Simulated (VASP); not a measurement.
## SmAgTe2: single point with PBE

SmAgTe2:

```
Sm Ag Te
1.0
     4.11094    0.00000    0.00000
    -2.05547    3.56018    0.00000
     0.00000    0.00000    8.22347
Sm Ag Te
1 1 2
Direct
  0.00000 0.00000 0.50000
  0.00000 0.00000 0.00000
  0.00000 0.00000 0.78307
  0.00000 0.00000 0.21693
```

The cell was generated, and may not be a known phase.

- Program: VASP 6.6.1
- Task: single point
- Functional: PBE
- Potentials or basis: VASP PAW PBE potentials, release 64 (Sm_3, Ag, Te), 4f in core
- Cutoff: 500 eV
- k mesh: 6 × 6 × 2
- Occupations: gaussian, width 0.1 eV
- Spin: no spin polarisation

```json
{
 "Pressure": "84.9 GPa",
 "Largest force": "30.401 eV/Å",
 "Band gap on the k mesh": "zero (bands 17 and 18 overlap by 1.08 eV)"
}
```

Forces on the atoms (eV/Å):
```
Sm    0.000   0.000   0.000
Ag    0.000   0.000   0.000
Te    0.000   0.000 -30.401
Te    0.000   0.000  30.401
```

Stress tensor (GPa, compression positive):
```
  0.64   0.00   0.00
  0.00   0.64   0.00
  0.00   0.00 253.46
```

Levels at points of the mesh, in eV from the Fermi level:
```csv
k point,band 13,band 14,band 15,band 16,band 17,band 18,band 19,band 20,band 21,band 22
"(0.00, 0.00, 0.00)",-2.03,-1.81,-1.81,-1.11,-1.11,0.04,1.58,1.58,4.61,4.73
"(0.50, 0.00, 0.00)",-4.25,-3.59,-2.55,-1.69,-0.58,0.97,1.24,2.51,4.07,4.19
"(0.00, 0.00, 0.50)",-3.16,-2.65,-2.65,-2.02,0.54,0.54,1.58,1.58,2.88,2.88
"(0.50, 0.00, 0.50)",-3.28,-2.71,-2.70,-1.88,-0.58,-0.24,0.01,2.25,3.14,4.03
```

It took 58 s on 1 thread of Intel(R) Xeon(R) Platinum 8259CL CPU @ 2.50GHz (Skylake/Cascade Lake) (shared host), peak memory 0.24 GiB.

Caveat: the k points lie up to 0.38 Å⁻¹ apart, too coarse for converged energies and pressures of a metal; atoms lie so close that the PAW spheres overlap strongly, which falsifies energies and pressures; spin-orbit coupling is left out, which moves the levels of the heavy elements; the 4f electrons are frozen in the core, so they carry no moment and show no levels; forces of over 1 eV/Å act on the atoms, so gaps and moduli don't describe the material at rest. Spin polarisation is off, so any magnetic state and its effect on volume and gap are missing.
